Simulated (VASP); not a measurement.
PbO (CsCl type):

```
CELL_PARAMETERS angstrom
3.27131 0.00000 0.00000
0.00000 3.27131 0.00000
0.00000 0.00000 3.27131
ATOMIC_POSITIONS crystal
Pb 0.00000 0.00000 0.00000
O 0.50000 0.50000 0.50000
```

- Program: VASP 6.6.1
- Task: relaxation of cell and atoms
- Functional: PBE
- Potentials or basis: VASP PAW PBE potentials, release 64 (Pb_d, O)
- Cutoff: 600 eV
- k mesh: 12 × 12 × 12
- Occupations: fermi-dirac, width 0.05 eV
- Spin: no spin polarisation

At the start: pressure -4.4 GPa; volume 17.50 Å³/atom.

Task: How do energy, volume and symmetry change on relaxing?

Result: Over 3 steps the energy falls by 13.0 meV/atom and the volume is 16.60 Å³/atom (-5.2 %); space group Pm-3m (No. 221, to 0.05 Å).

The path:
| step | energy change (eV) | largest force (eV/Å) | pressure (GPa) | volume (Å³) |
| --- | --- | --- | --- | --- |
| 1 | 0.0000 | 0.0000 | -4.44 | 35.01 |
| 2 | -0.0229 | 0.0000 | 1.73 | 32.61 |
| 3 | -0.0260 | 0.0000 | -0.02 | 33.20 |

Final structure:
```
Pb O
1.0
     3.21401    0.00000    0.00000
     0.00000    3.21401    0.00000
     0.00000    0.00000    3.21401
Pb O
1 1
Direct
  0.00000 0.00000 0.00000
  0.50000 0.50000 0.50000
```
